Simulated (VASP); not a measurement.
Here is a VASP 6.6.1 calculation.

Contents of INCAR:

```
  PREC = Accurate
  ENCUT = 520
  EDIFF = 1E-8
  ISMEAR = -1
  SIGMA = 0.05
  LREAL = False
  LASPH = True
  NELM = 150
  ALGO = Normal
  ISIF = 2
  LWAVE = False
  LCHARG = False
  ISPIN = 2
  MAGMOM = 1.5
  LORBIT = 11
  LMAXMIX = 4
  LEFG = True
  NBANDS = 15
```

File KPOINTS:

```
Automatic mesh
0
Gamma
  20 20 20
```

The input POSCAR:

```
Ni
1.0
    0.0000000000      1.7325910000      1.7679500000
    1.7325910000      0.0000000000      1.7679500000
    1.7325910000      1.7325910000      0.0000000000
Ni
1
Direct
    0.0000000000      0.0000000000      0.0000000000
```

Potentials or basis: VASP PAW LDA potentials, release 64 (Ni).

Run with:

```sh
$ cat potpaw_LDA.64/Ni/POTCAR > POTCAR
$ mpirun -np 1 vasp_std > vasp.out
```

Task: Predict the net moment.

Result: 0.61 μB per cell.

Task: Predict the site moments.

Result: Ni +0.61 μB.

Stress tensor (GPa, compression positive):
```
-11.52   0.00   0.00
  0.00 -11.52   0.00
  0.00   0.00 -14.06
```

Caveat: the cell differs from its parent crystal (equal xx and yy strain of -2 %); without QUAD_EFG the Cq values of the log hold for a quadrupole moment of 1 mb, not for the nuclei.
